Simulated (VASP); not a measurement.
# Ti4C3 in VASP: further runs

Runs on Ti4C3. Level: PBE. Tasks: single point.

All numbers are computed with VASP 6.6.1; they aren't measurements. Logs are shortened: lines on timing, memory, paths and dates and some standing lists are left out, and cuts for length are marked.

### Step 1. The cell of the first run

The structure is cubic, space group Pm-3m (No. 221). The conventional cell has a = 4.310 Å, b = 4.310 Å, c = 4.310 Å, α = 90.00°, β = 90.00°, γ = 90.00°. Ti (site symmetry 4/mmm) has 4 C at 2.16 Å within 2.9 Å. Ti (site symmetry m-3m) has 6 C at 2.16 Å within 2.9 Å. C (site symmetry 4/mmm) has 6 Ti at 2.16 Å within 2.9 Å.

### Step 2. Single point, PBE

INCAR reads:

```
ALGO = Normal
EDIFF = 1E-6
ENCUT = 520
GGA = PE
ISIF = 2
ISMEAR = 0
LASPH = T
LCHARG = T
LELF = T
LREAL = F
LVHAR = T
LWAVE = F
NBANDS = 39
NELM = 60
PREC = Accurate
SIGMA = 0.1
```

KPOINTS reads:

```
k-points
0
Gamma
  4 4 4
```

POSCAR reads:

```
Ti4C3
1.0
    4.3102352000      0.0000000000      0.0000000000
    0.0000000000      4.3102352000      0.0000000000
    0.0000000000      0.0000000000      4.3102352000
Ti C
4 3
Direct
    0.5000000000      0.0000000000      0.0000000000
    0.0000000000      0.5000000000      0.0000000000
    0.0000000000      0.0000000000      0.5000000000
    0.5000000000      0.5000000000      0.5000000000
    0.0000000000      0.5000000000      0.5000000000
    0.5000000000      0.0000000000      0.5000000000
    0.5000000000      0.5000000000      0.0000000000
```

Potentials or basis: VASP PAW PBE potentials, release 64 (Ti_sv, C).

The run is started by

```
$ cat potpaw_PBE.64/Ti_sv/POTCAR potpaw_PBE.64/C/POTCAR > POTCAR
$ mpirun -np 1 vasp_std > vasp.out
```

OUTCAR:

```text
EDIFF = 1E-6
   ENCUT = 520
   GGA = PE
   ISIF = 2
   ISMEAR = 0
   LASPH = T
   LREAL = F
   NELM = 60
   PREC = Accurate

 ion  position               nearest neighbor table
   1  0.500  0.000  0.000-   6 2.16   7 2.16   6 2.16   7 2.16
   2  0.000  0.500  0.000-   5 2.16   7 2.16   5 2.16   7 2.16
   3  0.000  0.000  0.500-   5 2.16   6 2.16   5 2.16   6 2.16
   4  0.500  0.500  0.500-   5 2.16   6 2.16   7 2.16   7 2.16   6 2.16   5 2.16
   5  0.000  0.500  0.500-   2 2.16   3 2.16   4 2.16   2 2.16   3 2.16   4 2.16
   6  0.500  0.000  0.500-   1 2.16   3 2.16   4 2.16   1 2.16   4 2.16   3 2.16
   7  0.500  0.500  0.000-   1 2.16   2 2.16   4 2.16   4 2.16   1 2.16   2 2.16

  LATTYP: Found a simple cubic cell.
 ALAT       =     4.3102352000

  Lattice vectors:

 A1 = (   4.3102352000,   0.0000000000,   0.0000000000)
 A2 = (   0.0000000000,   4.3102352000,   0.0000000000)
 A3 = (   0.0000000000,   0.0000000000,   4.3102352000)

Analysis of symmetry for initial positions (statically):
=====================================================================
 Subroutine PRICEL returns:
 Original cell was already a primitive cell.

 Routine SETGRP: Setting up the symmetry group for a
 simple cubic supercell.

 Subroutine GETGRP returns: Found 48 space group operations
 (whereof 48 operations were pure point group operations)
 out of a pool of 48 trial point group operations.

The static configuration has the point symmetry O_h .

Analysis of symmetry for dynamics (positions and initial velocities):
=====================================================================
 Subroutine PRICEL returns:
 Original cell was already a primitive cell.

 Routine SETGRP: Setting up the symmetry group for a
 simple cubic supercell.

 Subroutine GETGRP returns: Found 48 space group operations
 (whereof 48 operations were pure point group operations)
 out of a pool of 48 trial point group operations.

The dynamic configuration has the point symmetry O_h .

 Subroutine INISYM returns: Found 48 space group operations
 (whereof 48 operations are pure point group operations),
 and found     1 'primitive' translations

----------------------------------------------------------------------------------------

                                     Primitive cell

  volume of cell :      80.0761

  direct lattice vectors                    reciprocal lattice vectors
     4.310235200  0.000000000  0.000000000     0.232005901  0.000000000  0.000000000
     0.000000000  4.310235200  0.000000000     0.000000000  0.232005901  0.000000000
     0.000000000  0.000000000  4.310235200     0.000000000  0.000000000  0.232005901

  length of vectors
     4.310235200  4.310235200  4.310235200     0.232005901  0.232005901  0.232005901

  position of ions in fractional coordinates (direct lattice)
     0.500000000  0.000000000  0.000000000
     0.000000000  0.500000000  0.000000000
     0.000000000  0.000000000  0.500000000
     0.500000000  0.500000000  0.500000000
     0.000000000  0.500000000  0.500000000
     0.500000000  0.000000000  0.500000000
     0.500000000  0.500000000  0.000000000

  ion indices of the primitive-cell ions
   primitive index   ion index
                 1           1
                 2           2
                 3           3
                 4           4
                 5           5
                 6           6
                 7           7

----------------------------------------------------------------------------------------

 KPOINTS: k-points

Automatic generation of k-mesh.
 Grid dimensions read from file:
 generate k-points for:    4    4    4

 Generating k-lattice:

  Cartesian coordinates                     Fractional coordinates (reciprocal lattice)
     0.058001475  0.000000000  0.000000000     0.250000000  0.000000000  0.000000000
     0.000000000  0.058001475  0.000000000     0.000000000  0.250000000  0.000000000
     0.000000000  0.000000000  0.058001475     0.000000000  0.000000000  0.250000000

  Length of vectors
     0.058001475  0.058001475  0.058001475

  Shift w.r.t. Gamma in fractional coordinates (k-lattice)
     0.000000000  0.000000000  0.000000000

 Subroutine IBZKPT returns following result:
 ===========================================

 Found     10 irreducible k-points:

 Following reciprocal coordinates:
            Coordinates               Weight
  0.000000  0.000000  0.000000      1.000000
  0.250000  0.000000  0.000000      6.000000
  0.500000  0.000000  0.000000      3.000000
  0.250000  0.250000  0.000000     12.000000
  0.500000  0.250000  0.000000     12.000000
  0.500000  0.500000  0.000000      3.000000
  0.250000  0.250000  0.250000      8.000000
  0.500000  0.250000  0.250000     12.000000
  0.500000  0.500000  0.250000      6.000000
  0.500000  0.500000  0.500000      1.000000
   k-points           NKPTS =     10   k-points in BZ     NKDIM =     10   number of bands    NBANDS=     39
   number of dos      NEDOS =    301   number of ions     NIONS =      7
   total plane-waves  NPLWV =  32768
   dimension x,y,z NGX =    32 NGY =   32 NGZ =   32
   dimension x,y,z NGXF=    64 NGYF=   64 NGZF=   64
   ions per type =               4   3
   NGX,Y,Z   is equivalent  to a cutoff of  12.34, 12.34, 12.34 a.u.
   NGXF,Y,Z  is equivalent  to a cutoff of  24.68, 24.68, 24.68 a.u.
 SYSTEM =  unknown system
   PREC   = accura    normal or accurate (medium, high low for compatibility)
   ISTART =      0    job   : 0-new  1-cont  2-samecut
   ICHARG =      2    charge: 1-file 2-atom 10-const
   ISPIN  =      1    spin polarized calculation?
   LNONCOLLINEAR =      F non collinear calculations
   LSORBIT =      F    spin-orbit coupling
   LASPH  =      T    aspherical Exc in radial PAW
   ENCUT  =  520.0 eV  38.22 Ry    6.18 a.u.   8.01  8.01  8.01*2*pi/ulx,y,z
   NELM   =     60;   NELMIN=  2; NELMDL= -5     # of ELM steps
   EDIFF  = 0.1E-05   stopping-criterion for ELM
   LREAL  =      F    real-space projection
   EDIFFG = 0.1E-04   stopping-criterion for IOM
   NSW    =      0    number of steps for IOM
   IBRION =     -1    ionic relax: 0-MD 1-quasi-New 2-CG
   NFREE  =      0    steps in history (QN), initial steepest desc. (CG)
   ISIF   =      2    stress and relaxation
   ISYM   =      2    0-nonsym 1-usesym 2-fastsym
   POTIM  = 0.5000    time-step for ionic-motion
   TEBEG  =    0.0;   TEEND  =   0.0 temperature during run
   PSTRESS=    0.0 pullay stress
   NELECT =      60.0000    total number of electrons
   NUPDOWN=      -1.0000    fix difference up-down
   EMIN   =  10.00;   EMAX   =-10.00  energy-range for DOS
   EFERMI =   0.00;   METHOD = LEGACY
   ISMEAR =     0;   SIGMA  =   0.10  broadening in eV -4-tet -1-fermi 0-gaus
   EFERMI_NEDOS =   21; number of points for ismear=-14 and -15
   IALGO  =     38    algorithm
   IMIX   =      4    mixing-type and parameters
     AMIX     =   0.40;   BMIX     =  1.00
     AMIX_MAG =   1.60;   BMIX_MAG =  1.00
  volume/ion in A,a.u.               =      11.44        77.20
  Fermi-wavevector in a.u.,A,eV,Ry     =   1.486931  2.809893 30.082007  2.210965
  Thomas-Fermi vector in A             =   2.600156
   LORBIT       =      0    0 simple, 1 ext, 2 COOP (PROOUT), +10 PAW based schemes
   GGA     = PE    functional components
   LHFCALC =     F    Hartree Fock is set to
   AEXX    =    0.0000 exact exchange contribution
   IVDW    =     0    specifies the selected vdW correction
   LEPSILON=     F    determine dielectric tensor
   LRPA    =     F    only Hartree local field effects (RPA)
 non-spin polarized calculation
 Gauss-broadening in eV      SIGMA  =   0.10
  energy-cutoff  :      520.00
  volume of cell :       80.08
 maximum number of plane-waves:      2176
   NGX = 17   NGY = 17   NGZ = 17

 number of electron      60.0000000 magnetization

 Free energy of the ion-electron system (eV)
  ---------------------------------------------------
  ext. energy  EPLUGINS =         0.00000000
  ---------------------------------------------------
  free energy    TOTEN  =       -63.96862122 eV

  energy without entropy =      -63.96367597  energy(sigma->0) =      -63.96614859

 E-fermi :   9.0173     XC(G=0): -12.2946

 val. band max:        8.9304179803   @ k =   0.5000   0.5000   0.2500
 cond. band min:       9.0789572063   @ k =   0.5000   0.5000   0.5000
 fundamental gap:      0.1485392261
 Fermi energy:         9.0173469333

 k-point     1 :       0.0000    0.0000    0.0000
  band No.  band energies     occupation
      1     -47.7831      2.00000
      2     -47.7008      2.00000
      3     -47.7008      2.00000
      4     -47.5704      2.00000
      5     -24.2235      2.00000
      6     -24.2235      2.00000
[... 31 lines left out ...]
     38      11.5733      0.00000
     39      11.7731      0.00000

 k-point     2 :       0.2500    0.0000    0.0000
  band No.  band energies     occupation
      1     -47.7707      2.00000
      2     -47.7105      2.00000
      3     -47.7008      2.00000
      4     -47.5732      2.00000
      5     -24.1865      2.00000
      6     -24.1865      2.00000
[... 31 lines left out ...]
     38      11.5471      0.00000
     39      12.2402      0.00000

 k-point     3 :       0.5000    0.0000    0.0000
  band No.  band energies     occupation
      1     -47.7493      2.00000
      2     -47.7294      2.00000
      3     -47.7007      2.00000
      4     -47.5758      2.00000
      5     -24.1209      2.00000
      6     -24.1209      2.00000
[... 31 lines left out ...]
     38      11.7016      0.00000
     39      12.1773      0.00000

 k-point     4 :       0.2500    0.2500    0.0000
  band No.  band energies     occupation
      1     -47.7604      2.00000
      2     -47.7129      2.00000
      3     -47.7063      2.00000
      4     -47.5756      2.00000
      5     -24.1768      2.00000
      6     -24.1519      2.00000
[... 31 lines left out ...]
     38      12.0013      0.00000
     39      12.1914      0.00000

 k-point     5 :       0.5000    0.2500    0.0000
  band No.  band energies     occupation
      1     -47.7421      2.00000
      2     -47.7272      2.00000
      3     -47.7078      2.00000
      4     -47.5780      2.00000
      5     -24.1526      2.00000
      6     -24.1153      2.00000
[... 31 lines left out ...]
     38      11.7272      0.00000
     39      11.9597      0.00000

 k-point     6 :       0.5000    0.5000    0.0000
  band No.  band energies     occupation
      1     -47.7249      2.00000
      2     -47.7249      2.00000
      3     -47.7249      2.00000
      4     -47.5802      2.00000
      5     -24.1679      2.00000
      6     -24.1449      2.00000
[... 31 lines left out ...]
     38      12.2582      0.00000
     39      12.2617      0.00000

 k-point     7 :       0.2500    0.2500    0.2500
  band No.  band energies     occupation
      1     -47.7520      2.00000
      2     -47.7128      2.00000
      3     -47.7128      2.00000
      4     -47.5773      2.00000
      5     -24.2073      2.00000
      6     -24.1654      2.00000
[... 31 lines left out ...]
     38      11.9783      0.00000
     39      12.0942      0.00000

 k-point     8 :       0.5000    0.2500    0.2500
  band No.  band energies     occupation
      1     -47.7370      2.00000
      2     -47.7260      2.00000
      3     -47.7127      2.00000
      4     -47.5791      2.00000
      5     -24.2181      2.00000
      6     -24.1875      2.00000
[... 31 lines left out ...]
     38      11.7149      0.00000
     39      11.8329      0.00000

 k-point     9 :       0.5000    0.5000    0.2500
  band No.  band energies     occupation
      1     -47.7248      2.00000
      2     -47.7248      2.00000
      3     -47.7248      2.00000
      4     -47.5801      2.00000
      5     -24.2415      2.00000
      6     -24.2156      2.00000
[... 31 lines left out ...]
     38      11.7699      0.00000
     39      11.7699      0.00000

 k-point    10 :       0.5000    0.5000    0.5000
  band No.  band energies     occupation
      1     -47.7247      2.00000
      2     -47.7247      2.00000
      3     -47.7247      2.00000
      4     -47.5801      2.00000
      5     -24.2876      2.00000
      6     -24.2675      2.00000
[... 31 lines left out ...]
     38      11.9545      0.00000
     39      11.9545      0.00000

------------------------ aborting loop because EDIFF is reached ----------------------------------------

  FORCE on cell =-STRESS in cart. coord.  units (eV):
  Direction    XX          YY          ZZ          XY          YZ          ZX
  --------------------------------------------------------------------------------------
  -------------------------------------------------------------------------------------
  Total        0.0325196      0.0325196      0.0325196      0.0000000     -0.0000000      0.0000000
  in kB        0.6506580      0.6506580      0.6506580      0.0000000     -0.0000000      0.0000000
  external PRESSURE =       0.6506580 kB  Pullay stress =       0.0000000 kB

 VOLUME and BASIS-vectors are now :
 -----------------------------------------------------------------------------
  energy-cutoff  :      520.00
  volume of cell :       80.08
      direct lattice vectors                 reciprocal lattice vectors
     4.310235200  0.000000000  0.000000000     0.232005901  0.000000000  0.000000000
     0.000000000  4.310235200  0.000000000     0.000000000  0.232005901  0.000000000
     0.000000000  0.000000000  4.310235200     0.000000000  0.000000000  0.232005901

 POSITION                                       TOTAL-FORCE (eV/Angst)
 -----------------------------------------------------------------------------------
      2.15512      0.00000      0.00000         0.000000      0.000000      0.000000
      0.00000      2.15512      0.00000         0.000000      0.000000      0.000000
      0.00000      0.00000      2.15512         0.000000      0.000000      0.000000
      2.15512      2.15512      2.15512         0.000000      0.000000      0.000000
      0.00000      2.15512      2.15512         0.000000      0.000000      0.000000
      2.15512      0.00000      2.15512         0.000000      0.000000      0.000000
      2.15512      2.15512      0.00000         0.000000      0.000000      0.000000
 -----------------------------------------------------------------------------------
    total drift:                                0.000000      0.000000     -0.000000

  FREE ENERGIE OF THE ION-ELECTRON SYSTEM (eV)
  ---------------------------------------------------
  free  energy   TOTEN  =       -63.9686212205 eV

  energy  without entropy=      -63.9636759691  energy(sigma->0) =      -63.96614859
```

It took 23 s on 1 thread of AMD EPYC 9R45 (Zen 5), shared host; peak memory 0.15 GiB.

What came out:

```
Free energy            : -63.9686 eV
Pressure               : 0.1 GPa
Band gap on the k mesh : zero (band 30 reaches 9.61 eV, above the bottom of band 31 at 8.47 eV)
```

Caveat: the k points lie up to 0.36 Å⁻¹ apart.

### Step 3. Single point, PBE

INCAR reads:

```
PREC = Accurate ; ENCUT = 520
EDIFF = 1E-7 ; ISMEAR = 0
SIGMA = 0.2 ; LREAL = F
LASPH = T ; NELM = 100
ALGO = Normal ; ISIF = 2
LWAVE = F ; LCHARG = F
GGA = PE ; NBANDS = 39
```

KPOINTS reads:

```
Automatic mesh
0
Gamma
  6 6 6
```

POSCAR is that of step 2.

Potentials or basis: VASP PAW PBE potentials, release 64 (Ti_sv, C).

The run is started by

```
$ cat potpaw_PBE.64/Ti_sv/POTCAR potpaw_PBE.64/C/POTCAR > POTCAR
$ mpirun -np 1 vasp_std > vasp.out
```

OUTCAR:

```text
PREC = Accurate
   ENCUT = 520
   EDIFF = 1E-7
   ISMEAR = 0
   LREAL = F
   LASPH = T
   NELM = 100
   ISIF = 2
   GGA = PE

 ion  position               nearest neighbor table
   1  0.500  0.000  0.000-   6 2.16   7 2.16   6 2.16   7 2.16
   2  0.000  0.500  0.000-   5 2.16   7 2.16   5 2.16   7 2.16
   3  0.000  0.000  0.500-   5 2.16   6 2.16   5 2.16   6 2.16
   4  0.500  0.500  0.500-   5 2.16   6 2.16   7 2.16   7 2.16   6 2.16   5 2.16
   5  0.000  0.500  0.500-   2 2.16   3 2.16   4 2.16   2 2.16   3 2.16   4 2.16
   6  0.500  0.000  0.500-   1 2.16   3 2.16   4 2.16   1 2.16   4 2.16   3 2.16
   7  0.500  0.500  0.000-   1 2.16   2 2.16   4 2.16   4 2.16   1 2.16   2 2.16
[... 1042 lines left out ...]
  Total        0.0710999      0.0710999      0.0710999     -0.0000000      0.0000000     -0.0000000
  in kB        1.4225800      1.4225800      1.4225800     -0.0000000      0.0000000     -0.0000000
  external PRESSURE =       1.4225800 kB  Pullay stress =       0.0000000 kB

 VOLUME and BASIS-vectors are now :
 -----------------------------------------------------------------------------
  energy-cutoff  :      520.00
  volume of cell :       80.08
      direct lattice vectors                 reciprocal lattice vectors
     4.310235200  0.000000000  0.000000000     0.232005901  0.000000000  0.000000000
     0.000000000  4.310235200  0.000000000     0.000000000  0.232005901  0.000000000
     0.000000000  0.000000000  4.310235200     0.000000000  0.000000000  0.232005901

 POSITION                                       TOTAL-FORCE (eV/Angst)
 -----------------------------------------------------------------------------------
      2.15512      0.00000      0.00000         0.000000      0.000000      0.000000
      0.00000      2.15512      0.00000         0.000000      0.000000      0.000000
      0.00000      0.00000      2.15512         0.000000      0.000000      0.000000
      2.15512      2.15512      2.15512         0.000000      0.000000      0.000000
      0.00000      2.15512      2.15512         0.000000      0.000000      0.000000
      2.15512      0.00000      2.15512         0.000000      0.000000      0.000000
      2.15512      2.15512      0.00000         0.000000      0.000000      0.000000
 -----------------------------------------------------------------------------------
    total drift:                                0.000000      0.000000     -0.000000

  FREE ENERGIE OF THE ION-ELECTRON SYSTEM (eV)
  ---------------------------------------------------
  free  energy   TOTEN  =       -63.9408749279 eV

  energy  without entropy=      -63.9076976034  energy(sigma->0) =      -63.92428627
```

OSZICAR:

```text
N       E                     dE             d eps       ncg     rms          rms(c)
DAV:   1     0.808465580708E+03    0.80847E+03   -0.30012E+04  1560   0.191E+03
DAV:   2     0.454677937853E+02   -0.76300E+03   -0.73998E+03  1560   0.579E+02
DAV:   3    -0.727132661554E+02   -0.11818E+03   -0.11547E+03  2420   0.191E+02
DAV:   4    -0.831264408199E+02   -0.10413E+02   -0.10337E+02  2312   0.557E+01
DAV:   5    -0.836327691120E+02   -0.50633E+00   -0.50614E+00  2377   0.112E+01    0.331E+01
DAV:   6    -0.650912482661E+02    0.18542E+02   -0.16258E+02  2089   0.752E+01    0.107E+01
DAV:   7    -0.639829418370E+02    0.11083E+01   -0.20572E+01  2130   0.259E+01    0.680E+00
DAV:   8    -0.639321841103E+02    0.50758E-01   -0.11810E+00  2321   0.816E+00    0.481E+00
DAV:   9    -0.639434566109E+02   -0.11273E-01   -0.52152E-01  1941   0.497E+00    0.118E+00
DAV:  10    -0.639372546722E+02    0.62019E-02   -0.16589E-01  2070   0.301E+00    0.923E-01
DAV:  11    -0.639409632332E+02   -0.37086E-02   -0.19307E-02  1929   0.112E+00    0.100E-01
DAV:  12    -0.639408732457E+02    0.89988E-04   -0.30194E-03  2286   0.473E-01    0.933E-02
DAV:  13    -0.639408895018E+02   -0.16256E-04   -0.67549E-04  2100   0.184E-01    0.171E-02
DAV:  14    -0.639408778261E+02    0.11676E-04   -0.90575E-05  2297   0.672E-02    0.158E-02
DAV:  15    -0.639408758428E+02    0.19833E-05   -0.68026E-06  2089   0.212E-02    0.619E-03
DAV:  16    -0.639408748994E+02    0.94337E-06   -0.47398E-06  2113   0.104E-02    0.949E-04
DAV:  17    -0.639408749279E+02   -0.28453E-07   -0.28107E-07  1521   0.337E-03
   1 F= -.63940875E+02 E0= -.63924286E+02  d E =-.331773E-01
```

Run time: 42 s. Hardware: 1 thread of AMD EPYC 9R45 (Zen 5), shared host; peak memory 0.17 GiB.

Results:

| Quantity | Value |
| --- | --- |
| Free energy | -63.9409 eV |
| Pressure | 0.1 GPa |
| Band gap on the k mesh | zero (band 30 reaches 9.62 eV, above the bottom of band 31 at 8.46 eV) |

(Part 1 of 2 ends here.)
